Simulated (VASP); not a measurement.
# BiTe (Fm-3m) in VASP: notebook

The runs below take BiTe through single point, with PBE.

All numbers are computed with VASP 6.6.1; they aren't measurements. Logs are shortened: lines on timing, memory, paths and dates and some standing lists are left out, and cuts for length are marked.

### Step 1. The cell of the first run

The structure is cubic, space group Fm-3m (No. 225). Conventional cell: a = 6.470 Å, b = 6.470 Å, c = 6.470 Å, α = 90.00°, β = 90.00°, γ = 90.00°. Within 4.3 Å of Bi (site symmetry m-3m) lie 6 Te at 3.23 Å. Te (site symmetry m-3m) has 6 Bi at 3.23 Å within 4.3 Å.

### Step 2. Single point, PBE

Input file INCAR:

```
SYSTEM = BiTe
  ALGO = Normal
  EDIFF = 1E-6
  ENCUT = 520
  GGA = PE
  ISIF = 2
  ISMEAR = 0
  LASPH = .TRUE.
  LCHARG = .FALSE.
  LREAL = .FALSE.
  LWAVE = .FALSE.
  NBANDS = 18
  NELM = 100
  PREC = Accurate
  SIGMA = 0.1
```

Input file KPOINTS:

```
k-points
0
G
  16 16 16
  0 0 0
```

Input file POSCAR:

```
BiTe
1.0
    0.0000000000      3.2350000000      3.2350000000
    3.2350000000      0.0000000000      3.2350000000
    3.2350000000      3.2350000000      0.0000000000
Bi Te
1 1
Direct
    0.0000000000      0.0000000000      0.0000000000
    0.5000000000      0.5000000000      0.5000000000
```

Potentials or basis: VASP PAW PBE potentials, release 64 (Bi_d, Te).

Started as:

```console
$ cat potpaw_PBE.64/Bi_d/POTCAR potpaw_PBE.64/Te/POTCAR > POTCAR
$ mpirun -np 1 vasp_std > vasp.out
```

OUTCAR:

```text
SYSTEM = BiTe
   EDIFF = 1E-6
   ENCUT = 520
   GGA = PE
   ISIF = 2
   ISMEAR = 0
   LASPH = .TRUE.
   LREAL = .FALSE.
   NELM = 100
   PREC = Accurate

 ion  position               nearest neighbor table
   1  0.000  0.000  0.000-   2 3.23   2 3.23   2 3.23   2 3.23   2 3.23   2 3.23
   2  0.500  0.500  0.500-   1 3.23   1 3.23   1 3.23   1 3.23   1 3.23   1 3.23

  LATTYP: Found a face centered cubic cell.
 ALAT       =     6.4700000000

  Lattice vectors:

 A1 = (   0.0000000000,   3.2350000000,   3.2350000000)
 A2 = (   3.2350000000,   0.0000000000,   3.2350000000)
 A3 = (   3.2350000000,   3.2350000000,   0.0000000000)

Analysis of symmetry for initial positions (statically):
=====================================================================
 Subroutine PRICEL returns:
 Original cell was already a primitive cell.

 Routine SETGRP: Setting up the symmetry group for a
 face centered cubic supercell.

 Subroutine GETGRP returns: Found 48 space group operations
 (whereof 48 operations were pure point group operations)
 out of a pool of 48 trial point group operations.

The static configuration has the point symmetry O_h .

Analysis of symmetry for dynamics (positions and initial velocities):
=====================================================================
 Subroutine PRICEL returns:
 Original cell was already a primitive cell.

 Routine SETGRP: Setting up the symmetry group for a
 face centered cubic supercell.

 Subroutine GETGRP returns: Found 48 space group operations
 (whereof 48 operations were pure point group operations)
 out of a pool of 48 trial point group operations.

The dynamic configuration has the point symmetry O_h .

 Subroutine INISYM returns: Found 48 space group operations
 (whereof 48 operations are pure point group operations),
 and found     1 'primitive' translations

----------------------------------------------------------------------------------------

                                     Primitive cell

  volume of cell :      67.7100

  direct lattice vectors                    reciprocal lattice vectors
     0.000000000  3.235000000  3.235000000    -0.154559505  0.154559505  0.154559505
     3.235000000  0.000000000  3.235000000     0.154559505 -0.154559505  0.154559505
     3.235000000  3.235000000  0.000000000     0.154559505  0.154559505 -0.154559505

  length of vectors
     4.574980874  4.574980874  4.574980874     0.267704916  0.267704916  0.267704916

  position of ions in fractional coordinates (direct lattice)
     0.000000000  0.000000000  0.000000000
     0.500000000  0.500000000  0.500000000

  ion indices of the primitive-cell ions
   primitive index   ion index
                 1           1
                 2           2

----------------------------------------------------------------------------------------

 KPOINTS: k-points

Automatic generation of k-mesh.
 Grid dimensions read from file:
 generate k-points for:   16   16   16

 Generating k-lattice:

  Cartesian coordinates                     Fractional coordinates (reciprocal lattice)
    -0.009659969  0.009659969  0.009659969     0.062500000  0.000000000  0.000000000
     0.009659969 -0.009659969  0.009659969     0.000000000  0.062500000  0.000000000
     0.009659969  0.009659969 -0.009659969     0.000000000  0.000000000  0.062500000

  Length of vectors
     0.016731557  0.016731557  0.016731557

  Shift w.r.t. Gamma in fractional coordinates (k-lattice)
     0.000000000  0.000000000  0.000000000

 Subroutine IBZKPT returns following result:
 ===========================================

 Found    145 irreducible k-points:

 Following reciprocal coordinates:
            Coordinates               Weight
  0.000000  0.000000  0.000000      1.000000
  0.062500  0.000000  0.000000      8.000000
  0.125000  0.000000  0.000000      8.000000
  0.187500  0.000000  0.000000      8.000000
  0.250000  0.000000  0.000000      8.000000
  0.312500  0.000000  0.000000      8.000000
[... 16 lines left out ...]
 -0.125000  0.062500  0.000000     24.000000
 -0.062500  0.062500  0.000000     12.000000
 [... further k-points ...]
   k-points           NKPTS =    145   k-points in BZ     NKDIM =    145   number of bands    NBANDS=     18
   number of dos      NEDOS =    301   number of ions     NIONS =      2
   total plane-waves  NPLWV =  46656
   dimension x,y,z NGX =    36 NGY =   36 NGZ =   36
   dimension x,y,z NGXF=    72 NGYF=   72 NGZF=   72
   ions per type =               1   1
   NGX,Y,Z   is equivalent  to a cutoff of  13.08, 13.08, 13.08 a.u.
   NGXF,Y,Z  is equivalent  to a cutoff of  26.16, 26.16, 26.16 a.u.
 SYSTEM =  BiTe
   PREC   = accura    normal or accurate (medium, high low for compatibility)
   ISTART =      0    job   : 0-new  1-cont  2-samecut
   ICHARG =      2    charge: 1-file 2-atom 10-const
   ISPIN  =      1    spin polarized calculation?
   LNONCOLLINEAR =      F non collinear calculations
   LSORBIT =      F    spin-orbit coupling
   LASPH  =      T    aspherical Exc in radial PAW
   ENCUT  =  520.0 eV  38.22 Ry    6.18 a.u.   8.51  8.51  8.51*2*pi/ulx,y,z
   NELM   =    100;   NELMIN=  2; NELMDL= -5     # of ELM steps
   EDIFF  = 0.1E-05   stopping-criterion for ELM
   LREAL  =      F    real-space projection
   EDIFFG = 0.1E-04   stopping-criterion for IOM
   NSW    =      0    number of steps for IOM
   IBRION =     -1    ionic relax: 0-MD 1-quasi-New 2-CG
   NFREE  =      0    steps in history (QN), initial steepest desc. (CG)
   ISIF   =      2    stress and relaxation
   ISYM   =      2    0-nonsym 1-usesym 2-fastsym
   POTIM  = 0.5000    time-step for ionic-motion
   TEBEG  =    0.0;   TEEND  =   0.0 temperature during run
   PSTRESS=    0.0 pullay stress
   NELECT =      21.0000    total number of electrons
   NUPDOWN=      -1.0000    fix difference up-down
   EMIN   =  10.00;   EMAX   =-10.00  energy-range for DOS
   EFERMI =   0.00;   METHOD = LEGACY
   ISMEAR =     0;   SIGMA  =   0.10  broadening in eV -4-tet -1-fermi 0-gaus
   EFERMI_NEDOS =   21; number of points for ismear=-14 and -15
   IALGO  =     38    algorithm
   IMIX   =      4    mixing-type and parameters
     AMIX     =   0.40;   BMIX     =  1.00
     AMIX_MAG =   1.60;   BMIX_MAG =  1.00
  volume/ion in A,a.u.               =      33.86       228.46
  Fermi-wavevector in a.u.,A,eV,Ry     =   1.108146  2.094092 16.707785  1.227988
  Thomas-Fermi vector in A             =   2.244669
   LORBIT       =      0    0 simple, 1 ext, 2 COOP (PROOUT), +10 PAW based schemes
   GGA     = PE    functional components
   LHFCALC =     F    Hartree Fock is set to
   AEXX    =    0.0000 exact exchange contribution
   IVDW    =     0    specifies the selected vdW correction
   LEPSILON=     F    determine dielectric tensor
   LRPA    =     F    only Hartree local field effects (RPA)
 non-spin polarized calculation
 Gauss-broadening in eV      SIGMA  =   0.10
  energy-cutoff  :      520.00
  volume of cell :       67.71
 maximum number of plane-waves:      1847
 NGX is ok and might be reduce to    36
   NGX = 17   NGY = 17   NGZ = 17

 number of electron      21.0000001 magnetization

 Free energy of the ion-electron system (eV)
  ---------------------------------------------------
  ext. energy  EPLUGINS =         0.00000000
  ---------------------------------------------------
  free energy    TOTEN  =        -7.17449013 eV

  energy without entropy =       -7.16672925  energy(sigma->0) =       -7.17060969

 E-fermi :   6.6470     XC(G=0):  -9.4346

 val. band max:        6.6424996298   @ k =  -0.2500   0.2500   0.0000
 cond. band min:       6.6513010327   @ k =  -0.3125   0.4375   0.1875
 fundamental gap:      0.0088014029
 Fermi energy:         6.6469727974

 k-point     1 :       0.0000    0.0000    0.0000
  band No.  band energies     occupation
      1     -16.4975      2.00000
      2     -16.4975      2.00000
      3     -16.4944      2.00000
      4     -16.4944      2.00000
      5     -16.4944      2.00000
      6      -6.8736      2.00000
[... 10 lines left out ...]
     17      12.7653      0.00000
     18      13.2080      0.00000

 k-point     2 :       0.0625    0.0000    0.0000
  band No.  band energies     occupation
      1     -16.4976      2.00000
      2     -16.4976      2.00000
      3     -16.4944      2.00000
      4     -16.4942      2.00000
      5     -16.4942      2.00000
      6      -6.8387      2.00000
[... 10 lines left out ...]
     17      13.0178      0.00000
     18      13.4974      0.00000

 k-point     3 :       0.1250    0.0000    0.0000
  band No.  band energies     occupation
      1     -16.4980      2.00000
      2     -16.4980      2.00000
      3     -16.4941      2.00000
      4     -16.4935      2.00000
      5     -16.4935      2.00000
      6      -6.7342      2.00000
[... 10 lines left out ...]
     17      13.6665      0.00000
     18      14.0713      0.00000

 k-point     4 :       0.1875    0.0000    0.0000
  band No.  band energies     occupation
      1     -16.4988      2.00000
      2     -16.4988      2.00000
      3     -16.4938      2.00000
      4     -16.4924      2.00000
      5     -16.4924      2.00000
      6      -6.5612      2.00000
[... 375 lines left out ...]
      4     -16.4923      2.00000
      5     -16.4913      2.00000
      6      -6.4591      2.00000
[... 10 lines left out ...]
     17      14.1665      0.00000
     18      15.4891      0.00000

 k-point    23 :      -0.1250    0.0625    0.0000
  band No.  band energies     occupation
      1     -16.4988      2.00000
      2     -16.4980      2.00000
      3     -16.4941      2.00000
      4     -16.4934      2.00000
      5     -16.4926      2.00000
      6      -6.6536      2.00000
[... 10 lines left out ...]
     17      13.4867      0.00000
     18      14.5957      0.00000

 k-point    24 :      -0.0625    0.0625    0.0000
  band No.  band energies     occupation
      1     -16.4981      2.00000
      2     -16.4976      2.00000
      3     -16.4943      2.00000
      4     -16.4940      2.00000
      5     -16.4936      2.00000
      6      -6.7806      2.00000
[... 10 lines left out ...]
     17      13.1336      0.00000
     18      13.8360      0.00000

 [... further k-points ...]

------------------------ aborting loop because EDIFF is reached ----------------------------------------

  FORCE on cell =-STRESS in cart. coord.  units (eV):
  Direction    XX          YY          ZZ          XY          YZ          ZX
  --------------------------------------------------------------------------------------
  -------------------------------------------------------------------------------------
  Total        0.2844249      0.2844249      0.2844249      0.0000000     -0.0000000      0.0000000
  in kB        6.7301601      6.7301601      6.7301601      0.0000000     -0.0000000      0.0000000
  external PRESSURE =       6.7301601 kB  Pullay stress =       0.0000000 kB

 VOLUME and BASIS-vectors are now :
 -----------------------------------------------------------------------------
  energy-cutoff  :      520.00
  volume of cell :       67.71
      direct lattice vectors                 reciprocal lattice vectors
     0.000000000  3.235000000  3.235000000    -0.154559505  0.154559505  0.154559505
     3.235000000  0.000000000  3.235000000     0.154559505 -0.154559505  0.154559505
     3.235000000  3.235000000  0.000000000     0.154559505  0.154559505 -0.154559505

 POSITION                                       TOTAL-FORCE (eV/Angst)
 -----------------------------------------------------------------------------------
      0.00000      0.00000      0.00000        -0.000000     -0.000000      0.000000
      3.23500      3.23500      3.23500         0.000000      0.000000     -0.000000
 -----------------------------------------------------------------------------------
    total drift:                               -0.000000      0.000000      0.000000

  FREE ENERGIE OF THE ION-ELECTRON SYSTEM (eV)
  ---------------------------------------------------
  free  energy   TOTEN  =        -7.1744901302 eV

  energy  without entropy=       -7.1667292471  energy(sigma->0) =       -7.17060969
```

Run time: 3.6 min. Hardware: 1 thread of AMD EPYC 7R13, shared host; peak memory 0.3 GiB.

What came out:

```
Free energy            : -7.1745 eV
Pressure               : 0.7 GPa
Band gap on the k mesh : zero (an odd number of electrons rules out a gap without spin polarisation)
```

Caveat: spin-orbit coupling is left out, which moves the levels of the heavy elements.

(Continued in part 2 of 2.)
